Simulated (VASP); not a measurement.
# Sb (P6_3/mmc) in VASP: further runs

Runs on Sb. Level: LDA. Tasks: single point.

Everything below comes from runs of VASP 6.6.1. Logs are shortened: lines on timing, memory, paths and dates and some standing lists are left out, and cuts for length are marked.

**1. The cell of the first run**

The structure is hexagonal, space group P6_3/mmc (No. 194). The conventional cell has a = 2.911 Å, b = 2.911 Å, c = 4.759 Å, α = 90.00°, β = 90.00°, γ = 120.00°. Sb (site symmetry -6m2) has 12 Sb at 2.91 Å within 3.8 Å.

**2. Single point, LDA (volume scaled by 0.68)**

File INCAR:

```
SYSTEM = Sb
PREC = Accurate
ENCUT = 520
EDIFF = 1E-6
ISMEAR = -1
SIGMA = 0.05
LREAL = .FALSE.
LASPH = .TRUE.
NELM = 100
ALGO = Normal
ISIF = 2
LWAVE = .FALSE.
LCHARG = .TRUE.
GGA = CA
LELF = .TRUE.
LVHAR = .TRUE.
NBANDS = 12
```

File KPOINTS:

```
Automatic mesh
0
G
  14 14 8
  0 0 0
```

File POSCAR:

```
Sb
1.0
    2.9108381259      0.0000000000      0.0000000000
   -1.4554190629      2.5208597633      0.0000000000
    0.0000000000      0.0000000000      4.7587567468
Sb
2
Direct
    0.3333333333      0.6666666667      0.2500000000
    0.6666666667      0.3333333333      0.7500000000
```

Potentials or basis: VASP PAW LDA potentials, release 64 (Sb).

On the command line:

```console
$ cat potpaw_LDA.64/Sb/POTCAR > POTCAR
$ mpirun -np 1 vasp_std > vasp.out
```

OUTCAR:

```text
SYSTEM = Sb
   PREC = Accurate
   ENCUT = 520
   EDIFF = 1E-6
   ISMEAR = -1
   LREAL = .FALSE.
   LASPH = .TRUE.
   NELM = 100
   ISIF = 2
   GGA = CA

 ion  position               nearest neighbor table
   1  0.333  0.667  0.250-   2 2.91   2 2.91   2 2.91   2 2.91   2 2.91   2 2.91
   2  0.667  0.333  0.750-   1 2.91   1 2.91   1 2.91   1 2.91   1 2.91   1 2.91

  LATTYP: Found a hexagonal cell.
 ALAT       =     2.9108381259
 C/A-ratio  =     1.6348407369

  Lattice vectors:

 A1 = (   2.9108381259,   0.0000000000,   0.0000000000)
 A2 = (  -1.4554190629,   2.5208597633,   0.0000000000)
 A3 = (   0.0000000000,   0.0000000000,   4.7587567468)

Analysis of symmetry for initial positions (statically):
=====================================================================
 Subroutine PRICEL returns:
 Original cell was already a primitive cell.

 Routine SETGRP: Setting up the symmetry group for a
 hexagonal supercell.

 Subroutine GETGRP returns: Found 24 space group operations
 (whereof 12 operations were pure point group operations)
 out of a pool of 24 trial point group operations.

The static configuration has the point symmetry D_3d.
 The point group associated with its full space group is D_6h.

Analysis of symmetry for dynamics (positions and initial velocities):
=====================================================================
 Subroutine PRICEL returns:
 Original cell was already a primitive cell.

 Routine SETGRP: Setting up the symmetry group for a
 hexagonal supercell.

 Subroutine GETGRP returns: Found 24 space group operations
 (whereof 12 operations were pure point group operations)
 out of a pool of 24 trial point group operations.

The dynamic configuration has the point symmetry D_3d.
 The point group associated with its full space group is D_6h.

 Subroutine INISYM returns: Found 24 space group operations
 (whereof 12 operations are pure point group operations),
 and found     1 'primitive' translations

----------------------------------------------------------------------------------------

                                     Primitive cell

  volume of cell :      34.9189

  direct lattice vectors                    reciprocal lattice vectors
     2.910838126  0.000000000  0.000000000     0.343543666  0.198345028  0.000000000
    -1.455419063  2.520859763  0.000000000     0.000000000  0.396690056  0.000000000
     0.000000000  0.000000000  4.758756747     0.000000000  0.000000000  0.210138919

  length of vectors
     2.910838126  2.910838126  4.758756747     0.396690056  0.396690056  0.210138919

  position of ions in fractional coordinates (direct lattice)
     0.333333333  0.666666667  0.250000000
[... 91 lines left out ...]
   EMIN   =  10.00;   EMAX   =-10.00  energy-range for DOS
   EFERMI =   0.00;   METHOD = LEGACY
   ISMEAR =    -1;   SIGMA  =   0.05  broadening in eV -4-tet -1-fermi 0-gaus
   EFERMI_NEDOS =   21; number of points for ismear=-14 and -15
   IALGO  =     38    algorithm
   IMIX   =      4    mixing-type and parameters
     AMIX     =   0.40;   BMIX     =  1.00
     AMIX_MAG =   1.60;   BMIX_MAG =  1.00
  volume/ion in A,a.u.               =      17.46       117.82
  Fermi-wavevector in a.u.,A,eV,Ry     =   1.079083  2.039171 15.842890  1.164420
  Thomas-Fermi vector in A             =   2.215038
   LORBIT       =      0    0 simple, 1 ext, 2 COOP (PROOUT), +10 PAW based schemes
   GGA     = CA    functional components
   LHFCALC =     F    Hartree Fock is set to
   AEXX    =    0.0000 exact exchange contribution
   IVDW    =     0    specifies the selected vdW correction
   LEPSILON=     F    determine dielectric tensor
   LRPA    =     F    only Hartree local field effects (RPA)
 non-spin polarized calculation
  energy-cutoff  :      520.00
  volume of cell :       34.92
 maximum number of plane-waves:       966
 NGX is ok and might be reduce to    24

 number of electron      10.0000000 magnetization

 Free energy of the ion-electron system (eV)
  ---------------------------------------------------
  ext. energy  EPLUGINS =         0.00000000
  ---------------------------------------------------
  free energy    TOTEN  =        -6.70378565 eV

  energy without entropy =       -6.69387178  energy(sigma->0) =       -6.69882872

 E-fermi :  15.4671     XC(G=0): -12.3345

 val. band max:       15.3935364148   @ k =   0.4286   0.0000   0.0000
 cond. band min:      15.4701517573   @ k =   0.2857   0.0000   0.2500
 fundamental gap:      0.0766153425
 Fermi energy:        15.4671207687

 k-point     1 :       0.0000    0.0000    0.0000
  band No.  band energies     occupation
      1      -1.8269      2.00000
      2       4.8348      2.00000
      3       6.2754      2.00000
      4      21.2821      0.00000
      5      21.2821      0.00000
      6      23.6158      0.00000
      7      23.6158      0.00000
      8      24.4407      0.00000
      9      24.4767      0.00000
     10      24.9134      0.00000
     11      27.3167      0.00000
     12      27.8616      0.00000
[... 331 lines left out ...]
 k-point    24 :       0.3571    0.2857    0.0000
  band No.  band energies     occupation
      1       5.6484      2.00000
      2       6.4167      2.00000
      3       8.6909      2.00000
      4      12.7289      2.00000
      5      12.8291      2.00000
      6      13.3626      2.00000
      7      14.4452      2.00000
      8      14.5857      2.00000
      9      18.2234      0.00000
     10      28.2855      0.00000
     11      30.2641      0.00000
     12      30.3299      0.00000

 [... further k-points ...]

------------------------ aborting loop because EDIFF is reached ----------------------------------------

  FORCE on cell =-STRESS in cart. coord.  units (eV):
  Direction    XX          YY          ZZ          XY          YZ          ZX
  --------------------------------------------------------------------------------------
  -------------------------------------------------------------------------------------
  Total       14.8462152     14.8462152     14.8400454      0.0000000     -0.0000000      0.0000000
  in kB      681.1865869    681.1865869    680.9034981      0.0000000     -0.0000000      0.0000000
  external PRESSURE =     681.0922240 kB  Pullay stress =       0.0000000 kB

 VOLUME and BASIS-vectors are now :
 -----------------------------------------------------------------------------
  energy-cutoff  :      520.00
  volume of cell :       34.92
      direct lattice vectors                 reciprocal lattice vectors
     2.910838126  0.000000000  0.000000000     0.343543666  0.198345028  0.000000000
    -1.455419063  2.520859763  0.000000000     0.000000000  0.396690056  0.000000000
     0.000000000  0.000000000  4.758756747     0.000000000  0.000000000  0.210138919

 POSITION                                       TOTAL-FORCE (eV/Angst)
 -----------------------------------------------------------------------------------
     -0.00000      1.68057      1.18969         0.000000     -0.000000      0.000000
      1.45542      0.84029      3.56907        -0.000000      0.000000      0.000000
 -----------------------------------------------------------------------------------
    total drift:                               -0.000000      0.000000      0.000000

  FREE ENERGIE OF THE ION-ELECTRON SYSTEM (eV)
  ---------------------------------------------------
  free  energy   TOTEN  =        -6.7037856535 eV

  energy  without entropy=       -6.6938717848  energy(sigma->0) =       -6.69882872
```

OSZICAR:

```text
N       E                     dE             d eps       ncg     rms          rms(c)
DAV:   1     0.430769949808E+02    0.43077E+02   -0.38599E+03  2880   0.700E+02
DAV:   2    -0.494248102160E+01   -0.48019E+02   -0.46352E+02  3956   0.127E+02
DAV:   3    -0.675879283455E+01   -0.18163E+01   -0.17972E+01  3656   0.267E+01
DAV:   4    -0.677174950138E+01   -0.12957E-01   -0.12955E-01  3336   0.279E+00
DAV:   5    -0.677188023884E+01   -0.13074E-03   -0.13074E-03  3436   0.293E-01    0.585E+00
DAV:   6    -0.672804145652E+01    0.43839E-01   -0.24982E-03  3172   0.338E-01    0.356E+00
DAV:   7    -0.670389617167E+01    0.24145E-01   -0.45642E-03  3012   0.464E-01    0.458E-02
DAV:   8    -0.670378817775E+01    0.10799E-03   -0.22103E-04  3348   0.903E-02    0.142E-02
DAV:   9    -0.670378617339E+01    0.20044E-05   -0.98874E-06  3424   0.185E-02    0.307E-03
DAV:  10    -0.670378565346E+01    0.51993E-06   -0.26679E-07  2320   0.383E-03
   1 F= -.67037857E+01 E0= -.66988287E+01  d E =-.991387E-02
```

Run time: 20 s. Hardware: 1 thread of Intel Xeon 6975P-C, shared host; peak memory 0.16 GiB.

Results:

```yaml
Free_energy: -6.7038 eV
Pressure: 68.1 GPa
Band_gap_on_the_k_mesh: zero (band 5 reaches 22.68 eV, above the bottom of band 6 at 10.59 eV)
```

Caveat: the cell differs from its parent crystal (volume scaled by 0.68); spin-orbit coupling is left out, which moves the levels of the heavy elements.

**3. Single point, LDA (volume scaled by 0.68)**

File INCAR:

```
  PREC = Accurate
  ENCUT = 520
  EDIFF = 1E-6
  ISMEAR = -1
  SIGMA = 0.05
  LREAL = F
  LASPH = T
  NELM = 80
  ALGO = Normal
  ISIF = 2
  LWAVE = F
  LCHARG = F
  NBANDS = 12
```

File KPOINTS:

```
regular mesh
0
Gamma
  14 14 8
```

POSCAR is that of step 2.

Potentials or basis: VASP PAW LDA potentials, release 64 (Sb).

On the command line:

```console
$ cat potpaw_LDA.64/Sb/POTCAR > POTCAR
$ mpirun -np 1 vasp_std > vasp.out
```

OUTCAR:

```text
PREC = Accurate
   ENCUT = 520
   EDIFF = 1E-6
   ISMEAR = -1
   LREAL = F
   LASPH = T
   NELM = 80
   ISIF = 2

 ion  position               nearest neighbor table
   1  0.333  0.667  0.250-   2 2.91   2 2.91   2 2.91   2 2.91   2 2.91   2 2.91
   2  0.667  0.333  0.750-   1 2.91   1 2.91   1 2.91   1 2.91   1 2.91   1 2.91

  LATTYP: Found a hexagonal cell.
 ALAT       =     2.9108381259
 C/A-ratio  =     1.6348407369

  Lattice vectors:

 A1 = (   2.9108381259,   0.0000000000,   0.0000000000)
 A2 = (  -1.4554190629,   2.5208597633,   0.0000000000)
 A3 = (   0.0000000000,   0.0000000000,   4.7587567468)

Analysis of symmetry for initial positions (statically):
=====================================================================
 Subroutine PRICEL returns:
 Original cell was already a primitive cell.

 Routine SETGRP: Setting up the symmetry group for a
 hexagonal supercell.

 Subroutine GETGRP returns: Found 24 space group operations
 (whereof 12 operations were pure point group operations)
 out of a pool of 24 trial point group operations.

The static configuration has the point symmetry D_3d.
 The point group associated with its full space group is D_6h.

Analysis of symmetry for dynamics (positions and initial velocities):
=====================================================================
 Subroutine PRICEL returns:
 Original cell was already a primitive cell.

 Routine SETGRP: Setting up the symmetry group for a
 hexagonal supercell.

 Subroutine GETGRP returns: Found 24 space group operations
 (whereof 12 operations were pure point group operations)
 out of a pool of 24 trial point group operations.

The dynamic configuration has the point symmetry D_3d.
 The point group associated with its full space group is D_6h.

 Subroutine INISYM returns: Found 24 space group operations
 (whereof 12 operations are pure point group operations),
 and found     1 'primitive' translations

----------------------------------------------------------------------------------------

                                     Primitive cell

  volume of cell :      34.9189
[... 119 lines left out ...]
   LRPA    =     F    only Hartree local field effects (RPA)
 non-spin polarized calculation
  energy-cutoff  :      520.00
  volume of cell :       34.92
 maximum number of plane-waves:       966
 NGX is ok and might be reduce to    24

 number of electron      10.0000000 magnetization

 Free energy of the ion-electron system (eV)
  ---------------------------------------------------
  ext. energy  EPLUGINS =         0.00000000
  ---------------------------------------------------
  free energy    TOTEN  =        -6.70378565 eV

  energy without entropy =       -6.69387178  energy(sigma->0) =       -6.69882872

 E-fermi :  15.4671     XC(G=0): -12.3345

 val. band max:       15.3935364148   @ k =   0.4286   0.0000   0.0000
 cond. band min:      15.4701517573   @ k =   0.2857   0.0000   0.2500
 fundamental gap:      0.0766153425
 Fermi energy:        15.4671207687

 k-point     1 :       0.0000    0.0000    0.0000
  band No.  band energies     occupation
      1      -1.8269      2.00000
      2       4.8348      2.00000
      3       6.2754      2.00000
      4      21.2821      0.00000
      5      21.2821      0.00000
      6      23.6158      0.00000
      7      23.6158      0.00000
      8      24.4407      0.00000
      9      24.4767      0.00000
     10      24.9134      0.00000
     11      27.3167      0.00000
     12      27.8616      0.00000
[... 331 lines left out ...]
 k-point    24 :       0.3571    0.2857    0.0000
  band No.  band energies     occupation
      1       5.6484      2.00000
      2       6.4167      2.00000
      3       8.6909      2.00000
      4      12.7289      2.00000
      5      12.8291      2.00000
      6      13.3626      2.00000
      7      14.4452      2.00000
      8      14.5857      2.00000
      9      18.2234      0.00000
     10      28.2855      0.00000
     11      30.2641      0.00000
     12      30.3299      0.00000

 [... further k-points ...]

------------------------ aborting loop because EDIFF is reached ----------------------------------------

  FORCE on cell =-STRESS in cart. coord.  units (eV):
  Direction    XX          YY          ZZ          XY          YZ          ZX
  --------------------------------------------------------------------------------------
  -------------------------------------------------------------------------------------
  Total       14.8462152     14.8462152     14.8400454      0.0000000     -0.0000000      0.0000000
  in kB      681.1865869    681.1865869    680.9034981      0.0000000     -0.0000000      0.0000000
  external PRESSURE =     681.0922240 kB  Pullay stress =       0.0000000 kB

 VOLUME and BASIS-vectors are now :
 -----------------------------------------------------------------------------
  energy-cutoff  :      520.00
  volume of cell :       34.92
      direct lattice vectors                 reciprocal lattice vectors
     2.910838126  0.000000000  0.000000000     0.343543666  0.198345028  0.000000000
    -1.455419063  2.520859763  0.000000000     0.000000000  0.396690056  0.000000000
     0.000000000  0.000000000  4.758756747     0.000000000  0.000000000  0.210138919

 POSITION                                       TOTAL-FORCE (eV/Angst)
 -----------------------------------------------------------------------------------
     -0.00000      1.68057      1.18969         0.000000     -0.000000      0.000000
      1.45542      0.84029      3.56907        -0.000000      0.000000      0.000000
 -----------------------------------------------------------------------------------
    total drift:                               -0.000000      0.000000      0.000000

  FREE ENERGIE OF THE ION-ELECTRON SYSTEM (eV)
  ---------------------------------------------------
  free  energy   TOTEN  =        -6.7037856535 eV

  energy  without entropy=       -6.6938717848  energy(sigma->0) =       -6.69882872
```

OSZICAR:

```text
N       E                     dE             d eps       ncg     rms          rms(c)
DAV:   1     0.430769949808E+02    0.43077E+02   -0.38599E+03  2880   0.700E+02
DAV:   2    -0.494248102160E+01   -0.48019E+02   -0.46352E+02  3956   0.127E+02
DAV:   3    -0.675879283455E+01   -0.18163E+01   -0.17972E+01  3656   0.267E+01
DAV:   4    -0.677174950138E+01   -0.12957E-01   -0.12955E-01  3336   0.279E+00
DAV:   5    -0.677188023884E+01   -0.13074E-03   -0.13074E-03  3436   0.293E-01    0.585E+00
DAV:   6    -0.672804145652E+01    0.43839E-01   -0.24982E-03  3172   0.338E-01    0.356E+00
DAV:   7    -0.670389617167E+01    0.24145E-01   -0.45642E-03  3012   0.464E-01    0.458E-02
DAV:   8    -0.670378817775E+01    0.10799E-03   -0.22103E-04  3348   0.903E-02    0.142E-02
DAV:   9    -0.670378617339E+01    0.20044E-05   -0.98874E-06  3424   0.185E-02    0.307E-03
DAV:  10    -0.670378565346E+01    0.51993E-06   -0.26679E-07  2320   0.383E-03
   1 F= -.67037857E+01 E0= -.66988287E+01  d E =-.991387E-02
```

stdout:

```text
POSCAR found type information on POSCAR Sb
 POSCAR found :  1 types and       2 ions
 scaLAPACK will be used
 LDA part: xc-table for (Slater(with rela. corr.)+CA(PZ))
 , standard interpolation
 POSCAR, INCAR and KPOINTS ok, starting setup
 FFT: planning ... GRIDC
 FFT: planning ... GRID_SOFT
 FFT: planning ... GRID
 WAVECAR not read
 entering main loop
```

It took 19 s on 1 thread of Intel Xeon 6975P-C, shared host; peak memory 0.17 GiB.

Results:

```yaml
Free_energy: -6.7038 eV
Pressure: 68.1 GPa
Band_gap_on_the_k_mesh: zero (band 5 reaches 22.68 eV, above the bottom of band 6 at 10.59 eV)
```

Levels at points of the mesh, in eV from the Fermi level:
```csv
k point,band 3,band 4,band 5,band 6,band 7,band 8
"(0.00, 0.00, 0.00)",-9.19,5.81,5.81,8.15,8.15,8.97
"(0.50, 0.00, 0.00)",-4.48,-4.32,-3.79,-1.04,0.29,4.74
"(0.00, 0.00, 0.50)",-0.81,-0.81,7.21,7.21,7.21,7.21
"(0.50, 0.00, 0.50)",-8.29,-8.29,2.30,2.30,3.19,3.19
```

Caveat: the cell differs from its parent crystal (volume scaled by 0.68); spin-orbit coupling is left out, which moves the levels of the heavy elements.

**4. Single point, LDA**

File INCAR:

```
SYSTEM = Sb
  ALGO = Normal
  EDIFF = 1E-6
  ENCUT = 520
  GGA = CA
  ISIF = 2
  ISMEAR = -1
  LASPH = .True.
  LCHARG = .False.
  LREAL = .False.
  LWAVE = .False.
  NBANDS = 12
  NELM = 100
  PREC = Accurate
  SIGMA = 0.05
```

File KPOINTS:

```
k-points
0
Gamma
  14 14 8
  0 0 0
```

File POSCAR:

```
Sb
1.0
    3.0460214878      0.0000000000      0.0000000000
   -1.5230107439      2.6379319889      0.0000000000
    0.0000000000      0.0000000000      4.9848188373
Sb
2
Direct
    0.3333333333      0.6666666667      0.2500000000
    0.6666666667      0.3333333333      0.7500000000
```

On the command line:

```console
$ cat potpaw_LDA.64/Sb/POTCAR > POTCAR
$ mpirun -np 1 vasp_std > vasp.out
```

It took 21 s on 1 thread of Intel Xeon 6975P-C, shared host; peak memory 0.18 GiB.

Results (log left out):

- Free energy: -8.2483 eV
- Pressure: 32.1 GPa
- Band gap on the k mesh: zero (band 5 reaches 19.15 eV, above the bottom of band 6 at 8.71 eV)

Levels at points of the mesh, in eV from the Fermi level:
```tsv
k point	band 1	band 2	band 3	band 4	band 5	band 6	band 7	band 8	band 9	band 10
(0.00, 0.00, 0.00)	-15.70	-10.11	-7.98	5.04	5.04	7.23	7.23	7.75	9.00	9.11
(0.50, 0.00, 0.00)	-10.57	-9.27	-4.63	-3.92	-3.24	-0.70	0.36	4.59	5.12	8.25
(0.00, 0.00, 0.50)	-14.10	-14.10	-0.83	-0.83	6.22	6.22	6.22	6.22	9.47	9.47
(0.50, 0.00, 0.50)	-9.13	-9.13	-7.26	-7.26	2.08	2.08	2.67	2.67	5.97	5.97
```

Caveat: spin-orbit coupling is left out, which moves the levels of the heavy elements.

**5. Single point, LDA**

This run uses another cell than the first one, of 20.03 Å³/atom, 1.147 times its volume.

File INCAR:

```
SYSTEM = Sb
PREC = Accurate
ENCUT = 520
EDIFF = 1E-6
ISMEAR = -1
SIGMA = 0.05
LREAL = .False.
LASPH = .True.
NELM = 100
ALGO = Normal
ISIF = 2
LWAVE = .False.
LCHARG = .True.
LELF = .True.
LVHAR = .True.
NBANDS = 12
```

File KPOINTS:

```
Automatic mesh
0
Gamma
  14 14 8
  0 0 0
```

POSCAR is that of step 4.

On the command line:

```console
$ cat potpaw_LDA.64/Sb/POTCAR > POTCAR
$ mpirun -np 1 vasp_std > vasp.out
```

Run time: 21 s. Hardware: 1 thread of Intel Xeon 6975P-C, shared host; peak memory 0.18 GiB.

The run converged. Its results:

```
Free energy            : -8.2483 eV
Pressure               : 32.1 GPa
Band gap on the k mesh : zero (band 5 reaches 19.15 eV, above the bottom of band 6 at 8.71 eV)
```

Levels at points of the mesh, in eV from the Fermi level:
```tsv
k point	band 1	band 2	band 3	band 4	band 5	band 6	band 7	band 8	band 9	band 10
(0.00, 0.00, 0.00)	-15.70	-10.11	-7.98	5.04	5.04	7.23	7.23	7.75	9.00	9.11
(0.50, 0.00, 0.00)	-10.57	-9.27	-4.63	-3.92	-3.24	-0.70	0.36	4.59	5.12	8.25
(0.00, 0.00, 0.50)	-14.10	-14.10	-0.83	-0.83	6.22	6.22	6.22	6.22	9.47	9.47
(0.50, 0.00, 0.50)	-9.13	-9.13	-7.26	-7.26	2.08	2.08	2.67	2.67	5.97	5.97
```

Caveat: spin-orbit coupling is left out, which moves the levels of the heavy elements.
